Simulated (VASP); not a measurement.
# SnSe in VASP: single point with PBEsol

Aim: the single point of SnSe with PBEsol.

Program: VASP 6.6.1. These are calculated values, not measurements. Logs are shortened: lines on timing, memory, paths and dates and some standing lists are left out, and cuts for length are marked.

## 1. The cell of the first run

The cell holds a slab with vacuum, 4 atoms: a = 4.285 Å, b = 4.285 Å, c = 10.991 Å, α = 90.00°, β = 90.00°, γ = 90.00°.

## 2. Single point, PBEsol

The input, INCAR:

```
SYSTEM = SnSe
PREC = Accurate
ENCUT = 520
EDIFF = 1E-6
ISMEAR = -1
SIGMA = 0.01
LREAL = .FALSE.
LASPH = .TRUE.
NELM = 80
ALGO = Normal
ISIF = 2
LWAVE = .FALSE.
LCHARG = .FALSE.
GGA = PS
NBANDS = 28
```

The input, KPOINTS:

```
Automatic mesh
0
G
  2 2 2
  0 0 0
```

The input, POSCAR:

```
SnSe
1.0
    4.2853274200      0.0000000000      0.0000000000
    0.0000000000      4.2853274200      0.0000000000
    0.0000000000      0.0000000000     10.9906921300
Sn Se
2 2
Direct
    0.5000000000      0.0000000000      0.3722291100
    0.0000000000      0.5000000000      0.6277708900
    0.5000000000      0.0000000000      0.6160394900
    0.0000000000      0.5000000000      0.3839605100
```

Potentials or basis: VASP PAW PBE potentials, release 64 (Sn_d, Se).

The run is started by

```bash
> cat potpaw_PBE.64/Sn_d/POTCAR potpaw_PBE.64/Se/POTCAR > POTCAR
> mpirun -np 1 vasp_std > vasp.out
```

OUTCAR:

```text
SYSTEM = SnSe
   PREC = Accurate
   ENCUT = 520
   EDIFF = 1E-6
   ISMEAR = -1
   LREAL = .FALSE.
   LASPH = .TRUE.
   NELM = 80
   ISIF = 2
   GGA = PS

 ion  position               nearest neighbor table
   1  0.500  0.000  0.372-   3 2.68   4 3.03   4 3.03   4 3.03   4 3.03
   2  0.000  0.500  0.628-   4 2.68   3 3.03   3 3.03   3 3.03   3 3.03
   3  0.500  0.000  0.616-   1 2.68   2 3.03   2 3.03   2 3.03   2 3.03
   4  0.000  0.500  0.384-   2 2.68   1 3.03   1 3.03   1 3.03   1 3.03

  LATTYP: Found a simple tetragonal cell.
 ALAT       =     4.2853274200
 C/A-ratio  =     2.5647263448

  Lattice vectors:

 A1 = (   4.2853274200,   0.0000000000,   0.0000000000)
 A2 = (   0.0000000000,   4.2853274200,   0.0000000000)
 A3 = (   0.0000000000,   0.0000000000,  10.9906921300)

Analysis of symmetry for initial positions (statically):
=====================================================================
 Subroutine PRICEL returns:
 Original cell was already a primitive cell.

 Routine SETGRP: Setting up the symmetry group for a
 simple tetragonal supercell.

 Subroutine GETGRP returns: Found 16 space group operations
 (whereof  8 operations were pure point group operations)
 out of a pool of 16 trial point group operations.

The static configuration has the point symmetry D_2d.
 The point group associated with its full space group is D_4h.

Analysis of symmetry for dynamics (positions and initial velocities):
=====================================================================
 Subroutine PRICEL returns:
 Original cell was already a primitive cell.

 Routine SETGRP: Setting up the symmetry group for a
 simple tetragonal supercell.

 Subroutine GETGRP returns: Found 16 space group operations
 (whereof  8 operations were pure point group operations)
 out of a pool of 16 trial point group operations.

The dynamic configuration has the point symmetry D_2d.
 The point group associated with its full space group is D_4h.

 Subroutine INISYM returns: Found 16 space group operations
 (whereof  8 operations are pure point group operations),
 and found     1 'primitive' translations

----------------------------------------------------------------------------------------

                                     Primitive cell

  volume of cell :     201.8334

  direct lattice vectors                    reciprocal lattice vectors
     4.285327420  0.000000000  0.000000000     0.233354398  0.000000000  0.000000000
     0.000000000  4.285327420  0.000000000     0.000000000  0.233354398  0.000000000
     0.000000000  0.000000000 10.990692130     0.000000000  0.000000000  0.090986081

  length of vectors
     4.285327420  4.285327420 10.990692130     0.233354398  0.233354398  0.090986081

  position of ions in fractional coordinates (direct lattice)
     0.500000000  0.000000000  0.372229110
     0.000000000  0.500000000  0.627770890
     0.500000000  0.000000000  0.616039490
     0.000000000  0.500000000  0.383960510

  ion indices of the primitive-cell ions
   primitive index   ion index
                 1           1
                 2           2
                 3           3
                 4           4

----------------------------------------------------------------------------------------

 KPOINTS: Automatic mesh

Automatic generation of k-mesh.
 Grid dimensions read from file:
 generate k-points for:    2    2    2

 Generating k-lattice:

  Cartesian coordinates                     Fractional coordinates (reciprocal lattice)
     0.116677199  0.000000000  0.000000000     0.500000000  0.000000000  0.000000000
     0.000000000  0.116677199  0.000000000     0.000000000  0.500000000  0.000000000
     0.000000000  0.000000000  0.045493040     0.000000000  0.000000000  0.500000000

  Length of vectors
     0.116677199  0.116677199  0.045493040

  Shift w.r.t. Gamma in fractional coordinates (k-lattice)
     0.000000000  0.000000000  0.000000000

 Subroutine IBZKPT returns following result:
 ===========================================

 Found      6 irreducible k-points:

 Following reciprocal coordinates:
            Coordinates               Weight
  0.000000  0.000000  0.000000      1.000000
  0.500000  0.000000  0.000000      2.000000
  0.500000  0.500000  0.000000      1.000000
  0.000000  0.000000  0.500000      1.000000
  0.500000  0.000000  0.500000      2.000000
  0.500000  0.500000  0.500000      1.000000
   k-points           NKPTS =      6   k-points in BZ     NKDIM =      6   number of bands    NBANDS=     28
   number of dos      NEDOS =    301   number of ions     NIONS =      4
   total plane-waves  NPLWV =  86016
   dimension x,y,z NGX =    32 NGY =   32 NGZ =   84
   dimension x,y,z NGXF=    64 NGYF=   64 NGZF=  168
   ions per type =               2   2
   NGX,Y,Z   is equivalent  to a cutoff of  12.41, 12.41, 12.71 a.u.
   NGXF,Y,Z  is equivalent  to a cutoff of  24.83, 24.83, 25.41 a.u.
 SYSTEM =  SnSe
   PREC   = accura    normal or accurate (medium, high low for compatibility)
   ISTART =      0    job   : 0-new  1-cont  2-samecut
   ICHARG =      2    charge: 1-file 2-atom 10-const
   ISPIN  =      1    spin polarized calculation?
   LNONCOLLINEAR =      F non collinear calculations
   LSORBIT =      F    spin-orbit coupling
   LASPH  =      T    aspherical Exc in radial PAW
   ENCUT  =  520.0 eV  38.22 Ry    6.18 a.u.   7.97  7.97 20.44*2*pi/ulx,y,z
   NELM   =     80;   NELMIN=  2; NELMDL= -5     # of ELM steps
   EDIFF  = 0.1E-05   stopping-criterion for ELM
   LREAL  =      F    real-space projection
   EDIFFG = 0.1E-04   stopping-criterion for IOM
   NSW    =      0    number of steps for IOM
   IBRION =     -1    ionic relax: 0-MD 1-quasi-New 2-CG
   NFREE  =      0    steps in history (QN), initial steepest desc. (CG)
   ISIF   =      2    stress and relaxation
   ISYM   =      2    0-nonsym 1-usesym 2-fastsym
   POTIM  = 0.5000    time-step for ionic-motion
   TEBEG  =    0.0;   TEEND  =   0.0 temperature during run
   PSTRESS=    0.0 pullay stress
   NELECT =      40.0000    total number of electrons
   NUPDOWN=      -1.0000    fix difference up-down
   EMIN   =  10.00;   EMAX   =-10.00  energy-range for DOS
   EFERMI =   0.00;   METHOD = LEGACY
   ISMEAR =    -1;   SIGMA  =   0.01  broadening in eV -4-tet -1-fermi 0-gaus
   EFERMI_NEDOS =   21; number of points for ismear=-14 and -15
   IALGO  =     38    algorithm
   IMIX   =      4    mixing-type and parameters
     AMIX     =   0.40;   BMIX     =  1.00
     AMIX_MAG =   1.60;   BMIX_MAG =  1.00
  volume/ion in A,a.u.               =      50.46       340.51
  Fermi-wavevector in a.u.,A,eV,Ry     =   0.954473  1.803693 12.395171  0.911019
  Thomas-Fermi vector in A             =   2.083223
   LORBIT       =      0    0 simple, 1 ext, 2 COOP (PROOUT), +10 PAW based schemes
   GGA     = PS    functional components
   LHFCALC =     F    Hartree Fock is set to
   AEXX    =    0.0000 exact exchange contribution
   IVDW    =     0    specifies the selected vdW correction
   LEPSILON=     F    determine dielectric tensor
   LRPA    =     F    only Hartree local field effects (RPA)
 non-spin polarized calculation
  energy-cutoff  :      520.00
  volume of cell :      201.83
 maximum number of plane-waves:      5480
 NGX is ok and might be reduce to    32
   NGX = 15   NGY = 15   NGZ = 41

 number of electron      40.0000021 magnetization

 Free energy of the ion-electron system (eV)
  ---------------------------------------------------
  ext. energy  EPLUGINS =         0.00000000
  ---------------------------------------------------
  free energy    TOTEN  =       -16.82184492 eV

  energy without entropy =      -16.82184492  energy(sigma->0) =      -16.82184492

 E-fermi :   0.6174     XC(G=0):  -6.1012

 val. band max:        0.3346942109   @ k =   0.5000   0.0000   0.0000
 cond. band min:       2.0400768055   @ k =   0.0000   0.0000   0.5000
 fundamental gap:      1.7053825946
 Fermi energy:         0.6174061577

 k-point     1 :       0.0000    0.0000    0.0000
  band No.  band energies     occupation
      1     -20.5487      2.00000
      2     -20.5432      2.00000
      3     -20.5404      2.00000
      4     -20.5335      2.00000
      5     -20.5039      2.00000
      6     -20.4781      2.00000
[... 20 lines left out ...]
     27       6.2193      0.00000
     28       6.2509      0.00000

 k-point     2 :       0.5000    0.0000    0.0000
  band No.  band energies     occupation
      1     -20.5446      2.00000
      2     -20.5446      2.00000
      3     -20.5373      2.00000
      4     -20.5373      2.00000
      5     -20.4841      2.00000
      6     -20.4841      2.00000
[... 20 lines left out ...]
     27       6.2861      0.00000
     28       6.2861      0.00000

 k-point     3 :       0.5000    0.5000    0.0000
  band No.  band energies     occupation
      1     -20.5598      2.00000
      2     -20.5598      2.00000
      3     -20.5266      2.00000
      4     -20.5266      2.00000
      5     -20.4835      2.00000
      6     -20.4835      2.00000
[... 20 lines left out ...]
     27       7.0051      0.00000
     28       7.0051      0.00000

 k-point     4 :       0.0000    0.0000    0.5000
  band No.  band energies     occupation
      1     -20.5486      2.00000
      2     -20.5432      2.00000
      3     -20.5404      2.00000
      4     -20.5335      2.00000
      5     -20.5039      2.00000
      6     -20.4781      2.00000
[... 20 lines left out ...]
     27       6.2159      0.00000
     28       6.2516      0.00000

 k-point     5 :       0.5000    0.0000    0.5000
  band No.  band energies     occupation
      1     -20.5446      2.00000
      2     -20.5446      2.00000
      3     -20.5373      2.00000
      4     -20.5373      2.00000
      5     -20.4841      2.00000
      6     -20.4841      2.00000
[... 20 lines left out ...]
     27       6.8344      0.00000
     28       6.8344      0.00000

 k-point     6 :       0.5000    0.5000    0.5000
  band No.  band energies     occupation
      1     -20.5598      2.00000
      2     -20.5598      2.00000
      3     -20.5266      2.00000
      4     -20.5266      2.00000
      5     -20.4835      2.00000
      6     -20.4835      2.00000
[... 20 lines left out ...]
     27       7.0184      0.00000
     28       7.0184      0.00000

------------------------ aborting loop because EDIFF is reached ----------------------------------------

  FORCE on cell =-STRESS in cart. coord.  units (eV):
  Direction    XX          YY          ZZ          XY          YZ          ZX
  --------------------------------------------------------------------------------------
  -------------------------------------------------------------------------------------
  Total        1.1241464      1.1241464     -4.6860433      0.0000000      0.0000000     -0.0000000
  in kB        8.9236059      8.9236059    -37.1983621      0.0000000      0.0000000     -0.0000000
  external PRESSURE =      -6.4503835 kB  Pullay stress =       0.0000000 kB

 VOLUME and BASIS-vectors are now :
 -----------------------------------------------------------------------------
  energy-cutoff  :      520.00
  volume of cell :      201.83
      direct lattice vectors                 reciprocal lattice vectors
     4.285327420  0.000000000  0.000000000     0.233354398  0.000000000  0.000000000
     0.000000000  4.285327420  0.000000000     0.000000000  0.233354398  0.000000000
     0.000000000  0.000000000 10.990692130     0.000000000  0.000000000  0.090986081

 POSITION                                       TOTAL-FORCE (eV/Angst)
 -----------------------------------------------------------------------------------
      2.14266      0.00000      4.09106        -0.000000      0.000000      0.664232
      0.00000      2.14266      6.89964         0.000000      0.000000     -0.664232
      2.14266      0.00000      6.77070         0.000000      0.000000     -1.092221
      0.00000      2.14266      4.21999         0.000000      0.000000      1.092221
 -----------------------------------------------------------------------------------
    total drift:                                0.000000      0.000000      0.000000

  FREE ENERGIE OF THE ION-ELECTRON SYSTEM (eV)
  ---------------------------------------------------
  free  energy   TOTEN  =       -16.8218449205 eV

  energy  without entropy=      -16.8218449205  energy(sigma->0) =      -16.82184492
```

Wall time 62 s (1 thread of AMD EPYC 7R13, shared host); peak memory 0.24 GiB.

Results:

```
Free energy            : -16.8218 eV
Largest force          : 1.092 eV/Å
Band gap on the k mesh : 1.71 eV (least direct gap 1.71 eV)
```

Forces on the atoms (eV/Å):
```
Sn   0.000  0.000  0.664
Sn   0.000  0.000 -0.664
Se   0.000  0.000 -1.092
Se   0.000  0.000  1.092
```

Caveat: the k points lie up to 0.73 Å⁻¹ apart; the PAW data sets were made with another functional, which shifts forces and pressure a little; spin-orbit coupling is left out, which moves the levels of the heavy elements.
